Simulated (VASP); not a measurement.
# FeGe (P6/mmm) in VASP: single point with LDA+U

Aim: the single point of FeGe with LDA+U.

Program: VASP 6.6.1. These are calculated values, not measurements. Logs are shortened: lines on timing, memory, paths and dates and some standing lists are left out, and cuts for length are marked.

## Step 1: The cell of the first run

The structure is hexagonal, space group P6/mmm (No. 191). Conventional cell: a = 4.851 Å, b = 4.851 Å, c = 3.963 Å, α = 90.00°, β = 90.00°, γ = 120.00°. Ge (site symmetry -6m2) has 6 Fe at 2.43 Å and 3 Ge at 2.80 Å within 3.2 Å. Ge (site symmetry 6/mmm) has 6 Fe at 2.43 Å within 3.2 Å. Fe (site symmetry mmm) has 4 Fe at 2.43 Å and 6 Ge at 2.43 Å within 3.2 Å.

## Step 2: Single point, LDA+U, collinear spin, ferromagnetic start

Contents of INCAR:

```
PREC = Accurate
ENCUT = 520
EDIFF = 1E-6
ISMEAR = -1
SIGMA = 0.05
LREAL = False
LASPH = True
NELM = 150
ALGO = Normal
ISIF = 2
LWAVE = False
LCHARG = False
ISPIN = 2
MAGMOM = 0 0 0 3 3 3
LORBIT = 11
LMAXMIX = 4
LDAU = True
LDAUTYPE = 2
LDAUL = -1 2
LDAUU = 0 1
LDAUJ = 0 0
LDAUPRINT = 1
NBANDS = 46
```

Contents of KPOINTS:

```
Automatic mesh
0
Gamma
  6 6 7
```

Contents of POSCAR:

```
FeGe
1.0
    4.8509756228      0.0000000000      0.0000000000
   -2.4254878114      4.2010681225      0.0000000000
    0.0000000000      0.0000000000      3.9632646795
Ge Fe
3 3
Direct
    0.6666666667      0.3333333333      0.5000000000
    0.3333333333      0.6666666667      0.5000000000
    0.0000000000      0.0000000000      0.0000000000
    0.0000000000      0.5000000000      0.0000000000
    0.5000000000      0.5000000000      0.0000000000
    0.5000000000      0.0000000000      0.0000000000
```

Potentials or basis: VASP PAW LDA potentials, release 64 (Ge_d, Fe).

Launch:

```
$ cat potpaw_LDA.64/Ge_d/POTCAR potpaw_LDA.64/Fe/POTCAR > POTCAR
$ mpirun -np 1 vasp_std > vasp.out
```

OUTCAR:

```text
PREC = Accurate
   ENCUT = 520
   EDIFF = 1E-6
   ISMEAR = -1
   LREAL = False
   LASPH = True
   NELM = 150
   ISIF = 2
   ISPIN = 2
   LORBIT = 11

 ion  position               nearest neighbor table
   1  0.667  0.333  0.500-   4 2.43   4 2.43   6 2.43   6 2.43   5 2.43   5 2.43   2 2.80   2 2.80
                             2 2.80
   2  0.333  0.667  0.500-   4 2.43   4 2.43   6 2.43   6 2.43   5 2.43   5 2.43   1 2.80   1 2.80
                             1 2.80
   3  0.000  0.000  0.000-   6 2.43   6 2.43   4 2.43   4 2.43   5 2.43   5 2.43
   4  0.000  0.500  0.000-   5 2.43   5 2.43   6 2.43   3 2.43   3 2.43   6 2.43   2 2.43   2 2.43
                             1 2.43   1 2.43
   5  0.500  0.500  0.000-   4 2.43   4 2.43   6 2.43   6 2.43   3 2.43   3 2.43   2 2.43   2 2.43
                             1 2.43   1 2.43
   6  0.500  0.000  0.000-   3 2.43   3 2.43   5 2.43   5 2.43   4 2.43   4 2.43   2 2.43   2 2.43
                             1 2.43   1 2.43

  LATTYP: Found a hexagonal cell.
 ALAT       =     4.8509756228
 C/A-ratio  =     0.8170036272

  Lattice vectors:

 A1 = (   4.8509756228,   0.0000000000,   0.0000000000)
 A2 = (  -2.4254878114,   4.2010681225,   0.0000000000)
 A3 = (   0.0000000000,   0.0000000000,   3.9632646795)

Analysis of symmetry for initial positions (statically):
=====================================================================
 Subroutine PRICEL returns:
 Original cell was already a primitive cell.

 Routine SETGRP: Setting up the symmetry group for a
 hexagonal supercell.

 Subroutine GETGRP returns: Found 24 space group operations
 (whereof 24 operations were pure point group operations)
 out of a pool of 24 trial point group operations.

The static configuration has the point symmetry D_6h.

Analysis of symmetry for dynamics (positions and initial velocities):
=====================================================================
 Subroutine PRICEL returns:
 Original cell was already a primitive cell.

 Routine SETGRP: Setting up the symmetry group for a
 hexagonal supercell.

 Subroutine GETGRP returns: Found 24 space group operations
 (whereof 24 operations were pure point group operations)
 out of a pool of 24 trial point group operations.

The dynamic configuration has the point symmetry D_6h.

Analysis of structural, dynamic, and magnetic symmetry:
=====================================================================
 Subroutine PRICEL returns:
 Original cell was already a primitive cell.

 Routine SETGRP: Setting up the symmetry group for a
 hexagonal supercell.

 Subroutine GETGRP returns: Found 24 space group operations
 (whereof 24 operations were pure point group operations)
 out of a pool of 24 trial point group operations.

The overall configuration has the point symmetry D_6h.

 Subroutine INISYM returns: Found 24 space group operations
 (whereof 24 operations are pure point group operations),
 and found     1 'primitive' translations

----------------------------------------------------------------------------------------

                                     Primitive cell

  volume of cell :      80.7685

  direct lattice vectors                    reciprocal lattice vectors
     4.850975623  0.000000000  0.000000000     0.206144099  0.119017351  0.000000000
    -2.425487811  4.201068122  0.000000000     0.000000000  0.238034702  0.000000000
     0.000000000  0.000000000  3.963264679     0.000000000  0.000000000  0.252317239

  length of vectors
     4.850975623  4.850975623  3.963264679     0.238034702  0.238034702  0.252317239

  position of ions in fractional coordinates (direct lattice)
     0.666666667  0.333333333  0.500000000
     0.333333333  0.666666667  0.500000000
     0.000000000  0.000000000  0.000000000
[... 90 lines left out ...]
   ISIF   =      2    stress and relaxation
   ISYM   =      2    0-nonsym 1-usesym 2-fastsym
   POTIM  = 0.5000    time-step for ionic-motion
   TEBEG  =    0.0;   TEEND  =   0.0 temperature during run
   PSTRESS=    0.0 pullay stress
   NELECT =      66.0000    total number of electrons
   NUPDOWN=      -1.0000    fix difference up-down
   EMIN   =  10.00;   EMAX   =-10.00  energy-range for DOS
   EFERMI =   0.00;   METHOD = LEGACY
   ISMEAR =    -1;   SIGMA  =   0.05  broadening in eV -4-tet -1-fermi 0-gaus
   EFERMI_NEDOS =   21; number of points for ismear=-14 and -15
   IALGO  =     38    algorithm
   IMIX   =      4    mixing-type and parameters
     AMIX     =   0.40;   BMIX     =  1.00
     AMIX_MAG =   1.60;   BMIX_MAG =  1.00
  volume/ion in A,a.u.               =      13.46        90.84
  Fermi-wavevector in a.u.,A,eV,Ry     =   1.530531  2.892285 31.871997  2.342526
  Thomas-Fermi vector in A             =   2.638001
   LORBIT       =     11    0 simple, 1 ext, 2 COOP (PROOUT), +10 PAW based schemes
 LDA+U is selected, type is set to LDAUTYPE =  2
   angular momentum for each species LDAUL =    -1    2
   U (eV)           for each species LDAUU =   0.0  1.0
   J (eV)           for each species LDAUJ =   0.0  0.0
   GGA     = CA    functional components
   LHFCALC =     F    Hartree Fock is set to
   AEXX    =    0.0000 exact exchange contribution
   IVDW    =     0    specifies the selected vdW correction
   LEPSILON=     F    determine dielectric tensor
   LRPA    =     F    only Hartree local field effects (RPA)
 spin polarized calculation
  energy-cutoff  :      520.00
  volume of cell :       80.77
 maximum number of plane-waves:      2202
   NGX = 19   NGY = 19   NGZ = 15

atom =   4  type =  2  l = 2

 onsite density matrix

spin component  1
[... 83 lines left out ...]
  o =  0.3985  v =  0.0000  0.0000  0.0000  0.0000  0.0000  0.0000 -0.0000 -0.1037  0.0000  0.9946      0.0000  0.0000  0.0000  0.0000  0.0000  0.0000  0.0000  0.0000  0.0000  0.0000
  o =  0.4201  v =  0.0000  0.0000  0.0000  0.0000  0.0000  0.0000  1.0000 -0.0000 -0.0000  0.0000      0.0000  0.0000  0.0000  0.0000  0.0000  0.0000  0.0000  0.0000  0.0000  0.0000
  o =  0.4958  v =  0.0000  0.0000  0.0000  0.0000  0.0000  0.0000 -0.0000  0.0000 -1.0000  0.0000      0.0000  0.0000  0.0000  0.0000  0.0000  0.0000  0.0000  0.0000  0.0000  0.0000
  o =  0.6254  v =  0.0000  0.0000  0.0000  0.0000  0.0000  0.0000 -0.0000 -0.9946 -0.0000 -0.1037      0.0000  0.0000  0.0000  0.0000  0.0000  0.0000  0.0000  0.0000  0.0000  0.0000
  o =  0.6315  v =  0.0000  0.0000  0.0000  0.0000  0.0000  1.0000  0.0000  0.0000  0.0000  0.0000      0.0000  0.0000  0.0000  0.0000  0.0000  0.0000  0.0000  0.0000  0.0000  0.0000
  o =  0.7005  v =  1.0000  0.0000  0.0000  0.0000  0.0000  0.0000  0.0000  0.0000  0.0000  0.0000      0.0000  0.0000  0.0000  0.0000  0.0000  0.0000  0.0000  0.0000  0.0000  0.0000
  o =  0.7525  v =  0.0000 -0.0000 -0.9900  0.0000  0.1409  0.0000  0.0000  0.0000  0.0000  0.0000      0.0000  0.0000  0.0000  0.0000  0.0000  0.0000  0.0000  0.0000  0.0000  0.0000
  o =  0.8336  v =  0.0000  1.0000 -0.0000  0.0000 -0.0000  0.0000  0.0000  0.0000  0.0000  0.0000      0.0000  0.0000  0.0000  0.0000  0.0000  0.0000  0.0000  0.0000  0.0000  0.0000
  o =  0.8526  v =  0.0000  0.0000  0.1409 -0.0000  0.9900  0.0000  0.0000  0.0000  0.0000  0.0000      0.0000  0.0000  0.0000  0.0000  0.0000  0.0000  0.0000  0.0000  0.0000  0.0000
  o =  0.8595  v =  0.0000 -0.0000  0.0000  1.0000  0.0000  0.0000  0.0000  0.0000  0.0000  0.0000      0.0000  0.0000  0.0000  0.0000  0.0000  0.0000  0.0000  0.0000  0.0000  0.0000

 number of electron      66.0000021 magnetization       4.1178617

 Free energy of the ion-electron system (eV)
  ---------------------------------------------------
  ext. energy  EPLUGINS =         0.00000000
  ---------------------------------------------------
  free energy    TOTEN  =       -41.74114163 eV

  energy without entropy =      -41.70420412  energy(sigma->0) =      -41.72267288

 E-fermi :   7.4820     XC(G=0): -12.7444

 val. band max:        7.4707387328   @ k =   0.3333   0.0000   0.2857
 cond. band min:       7.4887955790   @ k =   0.0000   0.0000   0.1429
 fundamental gap:      0.0180568463
 Fermi energy:         7.4820425351

 spin component 1

 k-point     1 :       0.0000    0.0000    0.0000
  band No.  band energies     occupation
      1     -17.5709      1.00000
      2     -17.4929      1.00000
      3     -17.4929      1.00000
      4     -17.3980      1.00000
      5     -17.3980      1.00000
      6     -17.3822      1.00000
[... 2297 lines left out ...]
     44      16.1021      0.00000
     45      16.9693      0.00000

 [... further k-points ...]

 [bands above 45 left out]

------------------------ aborting loop because EDIFF is reached ----------------------------------------

  FORCE on cell =-STRESS in cart. coord.  units (eV):
  Direction    XX          YY          ZZ          XY          YZ          ZX
  --------------------------------------------------------------------------------------
  -------------------------------------------------------------------------------------
  Total       -0.1845452     -0.1845452     -0.3581461      0.0000000     -0.0000000      0.0000000
  in kB       -3.6607620     -3.6607620     -7.1044244      0.0000000     -0.0000000      0.0000000
  external PRESSURE =      -4.8086495 kB  Pullay stress =       0.0000000 kB

 VOLUME and BASIS-vectors are now :
 -----------------------------------------------------------------------------
  energy-cutoff  :      520.00
  volume of cell :       80.77
      direct lattice vectors                 reciprocal lattice vectors
     4.850975623  0.000000000  0.000000000     0.206144099  0.119017351  0.000000000
    -2.425487811  4.201068122  0.000000000     0.000000000  0.238034702  0.000000000
     0.000000000  0.000000000  3.963264679     0.000000000  0.000000000  0.252317239

 POSITION                                       TOTAL-FORCE (eV/Angst)
 -----------------------------------------------------------------------------------
      2.42549      1.40036      1.98163        -0.000000      0.000000      0.000000
     -0.00000      2.80071      1.98163         0.000000     -0.000000      0.000000
      0.00000      0.00000      0.00000         0.000000      0.000000      0.000000
     -1.21274      2.10053      0.00000         0.000000      0.000000      0.000000
      1.21274      2.10053      0.00000        -0.000000      0.000000      0.000000
      2.42549      0.00000      0.00000         0.000000      0.000000      0.000000
 -----------------------------------------------------------------------------------
    total drift:                                0.000000      0.000000     -0.000000

  FREE ENERGIE OF THE ION-ELECTRON SYSTEM (eV)
  ---------------------------------------------------
  free  energy   TOTEN  =       -41.7411416317 eV

  energy  without entropy=      -41.7042041226  energy(sigma->0) =      -41.72267288

 total charge

# of ion       s       p       d       tot
------------------------------------------
    1        1.136   1.260  10.104  12.500
    2        1.136   1.260  10.104  12.500
    3        1.159   1.199  10.076  12.433
    4        0.467   0.630   6.535   7.632
    5        0.467   0.630   6.535   7.632
    6        0.467   0.630   6.535   7.632
--------------------------------------------------
tot          4.831   5.611  49.888  60.330

 magnetization (x)

# of ion       s       p       d       tot
------------------------------------------
    1       -0.008  -0.043   0.002  -0.049
    2       -0.008  -0.043   0.002  -0.049
    3       -0.002  -0.084   0.009  -0.077
    4        0.002   0.004   1.429   1.435
    5        0.002   0.004   1.429   1.435
    6        0.002   0.004   1.429   1.435
--------------------------------------------------
tot         -0.010  -0.159   4.298   4.130
```

Wall time 1.8 min (1 thread of AMD EPYC 9R45 (Zen 5), shared host); peak memory 0.24 GiB.

Results:

* Free energy: -41.7411 eV
* Pressure: -0.5 GPa
* Net moment: 4.12 μB per cell
* Site moments: Ge -0.05, -0.08 (each value once); Fe +1.44 μB
* Valence electrons inside the program's atomic spheres: Ge 12.50, 12.43 (each value once); Fe 7.63

Eigenvalues of the final occupation matrices:
| site | spin | trace | eigenvalues |
| --- | --- | --- | --- |
| site 4 d | 1 | 4.00 | 0.70 0.75 0.83 0.85 0.86 |
| site 4 d | 2 | 2.57 | 0.40 0.42 0.50 0.63 0.63 |
| site 5 d | 1 | 4.00 | 0.70 0.75 0.83 0.85 0.86 |
| site 5 d | 2 | 2.57 | 0.40 0.42 0.50 0.63 0.63 |
| site 6 d | 1 | 4.00 | 0.70 0.75 0.83 0.85 0.86 |
| site 6 d | 2 | 2.57 | 0.40 0.42 0.50 0.63 0.63 |

Caveat: the U is typed as a test and isn't derived for this compound. The state reached can hang on the start; a lower one may exist.
